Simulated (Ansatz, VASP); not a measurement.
# Two plane-wave programs on C

```
CELL_PARAMETERS angstrom
1.23248 0.71157 3.36094
-1.23248 0.71157 3.36094
0.00000 -1.42315 3.36094
ATOMIC_POSITIONS crystal
C 0.17011 0.17011 0.15957
C 0.82989 0.82989 0.84043
```

Change from the starting cell: mode 4 frozen in at +0.000 Å and mode 6 at +0.015 Å (largest displacements).

Alike in both runs: task single point; functional PBE; dispersion D3(BJ); k mesh 15 × 15 × 15; occupations gaussian, width 0.05 eV; no spin polarisation.

```csv
,VASP,Ansatz
version,VASP 6.6.1,Ansatz 0.2.0
potentials or method,"VASP PAW PBE potentials, release 64 (C), cutoff 520 eV","scalar-relativistic, plane waves, PAW"
valence electrons in the cell,8,8
```

Ansatz gave:

* gap on the k mesh at the Fermi level (eV): 0.32
* least direct gap on the mesh (eV): 0.32
* pressure (GPa): 0.4
* traceless stress, the component that is largest in VASP (GPa): 3.21
* rms of the force components (eV/Å): 0.900

Q: Which values does VASP return?

A: gap on the k mesh at the Fermi level (eV): 0.32; least direct gap on the mesh (eV): 0.32; pressure (GPa): 0.8; traceless stress, the component that is largest in VASP (GPa): 3.53; rms of the force components (eV/Å): 0.901.

Atom by atom the forces differ by 0.001 eV/Å (rms over components).
